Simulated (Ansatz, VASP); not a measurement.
# MgTe4: VASP beside Ansatz

```
Mg Te
1.0
    -4.32714    4.32714    2.50788
     4.32714   -4.32714    2.50788
     4.32714    4.32714   -2.50788
Mg Te
1 4
Direct
  0.00000 0.00000 0.00000
  0.71161 0.17521 0.88682
  0.82479 0.71161 0.53639
  0.28839 0.82479 0.11318
  0.17521 0.28839 0.46361
```

Change from the starting cell: species swapped into the LuAg4 type (I4/m, No. 87).

Alike in both runs: functional PBE; k mesh 10 × 10 × 10; occupations gaussian, width 0.1 eV; no spin polarisation.

Ansatz relaxed the structure, and its values are those at the end. VASP's run is a single point on that final structure, the one shown.

```csv
,VASP,Ansatz
version,VASP 6.6.1,Ansatz 0.2.0
potentials or method,"VASP PAW PBE potentials, release 64 (Mg, Te), cutoff 520 eV","scalar-relativistic, plane waves, PAW"
valence electrons in the cell,26,74
```

VASP gave:

* gap on the k mesh at the Fermi level (eV): none
* pressure (GPa): 0.0
* rms of the force components (eV/Å): 0.004

Question: What did Ansatz give for the same quantities?

Answer: gap on the k mesh at the Fermi level (eV): none; pressure (GPa): 0.0; rms of the force components (eV/Å): 0.002.

A gap of «none» marks a metal or a gap that the smearing closes. The functional is the same, so the differences come from potentials, cutoffs and numerics. VASP's potentials hold 26 valence electrons a cell and Ansatz's 74, so a difference there can come from the potentials and not from the codes.

Spin-orbit coupling is off throughout.
